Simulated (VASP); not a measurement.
Set up this calculation in VASP 6.6.1, as the native input.

```yaml
Task: electric field gradients
Functional: PBE
Potentials_or_basis: VASP PAW PBE potentials, release 64 (In_d)
Cutoff: 520 eV
k_mesh: 12 × 12 × 14
Occupations: fermi-dirac, width 0.05 eV
Spin: no spin polarisation
Dipole_correction: no
Further_INCAR_settings: ALGO = Normal; EDIFF = 1e-08; NBANDS = 12; ISYM = 0
```

The structure of In lies in POSCAR:

```
In
1.0
   -1.6422515422      1.6422515422      2.4984461476
    1.6422515422     -1.6422515422      2.4984461476
    1.6422515422      1.6422515422     -2.4984461476
In
1
Direct
    0.0000000000      0.0000000000      0.0000000000
```

The input as run:

INCAR

```
  PREC = Accurate
  ENCUT = 520
  EDIFF = 1E-8
  ISMEAR = -1
  SIGMA = 0.05
  LREAL = False
  LASPH = True
  NELM = 100
  ALGO = Normal
  ISIF = 2
  LWAVE = False
  LCHARG = False
  GGA = PE
  LEFG = True
  ISYM = 0
  NBANDS = 12
```

KPOINTS

```
Automatic mesh
0
Gamma
  12 12 14
```

Potentials or basis: VASP PAW PBE potentials, release 64 (In_d).

Command:

```bash
$ cat potpaw_PBE.64/In_d/POTCAR > POTCAR
$ mpirun -np 1 vasp_std > vasp.out
```

Results of the run:

```
Pressure                                : 0.8 GPa
Band gap on the k mesh                  : zero (an odd number of electrons rules out a gap without spin polarisation)
Largest electric field gradient by atom : In +17.4 V/Å²
```

Caveat: without QUAD_EFG the Cq values of the log hold for a quadrupole moment of 1 mb, not for the nuclei; spin-orbit coupling is left out, which moves the levels of the heavy elements.

Run time: 7 min on 1 thread of Intel(R) Xeon(R) Platinum 8259CL CPU @ 2.50GHz (Skylake/Cascade Lake), with other jobs on the host, peak memory 0.42 GiB.
